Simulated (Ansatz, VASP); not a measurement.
Two plane-wave programs on MgB2

```
Mg B
1.0
     3.07290    0.00000    0.00000
    -1.53645    2.66121    0.00000
     0.00000    0.00000    3.53200
Mg B
1 2
Direct
  0.00000 0.00000 0.00000
  0.33333 0.66667 0.50000
  0.66667 0.33333 0.50000
```

Alike in both runs: task relaxation of cell and atoms; functional PBE; dispersion D3(BJ); k mesh 15 × 15 × 12; occupations gaussian, width 0.1 eV; no spin polarisation.

```csv
,VASP,Ansatz
version,VASP 6.6.1,Ansatz 0.2.0
potentials or method,"VASP PAW PBE potentials, release 64 (Mg, B), cutoff 600 eV","scalar-relativistic, plane waves, PAW"
valence electrons in the cell,8,16
```

VASP gave:

* gap on the k mesh at the Fermi level, each at its own relaxed structure (eV): none
* relaxed volume (Å³/atom): 9.29
* relaxed length of the cell vector where the two differ most in proportion (Å): 3.470

Task: Estimate Ansatz's values.

Result: gap on the k mesh at the Fermi level, each at its own relaxed structure (eV): none; relaxed volume (Å³/atom): 9.31; relaxed length of the cell vector where the two differ most in proportion (Å): 3.475.

A gap of «none» marks a metal or a gap that the smearing closes. VASP's potentials hold 8 valence electrons a cell and Ansatz's 16, so a difference there can come from the potentials and not from the codes.
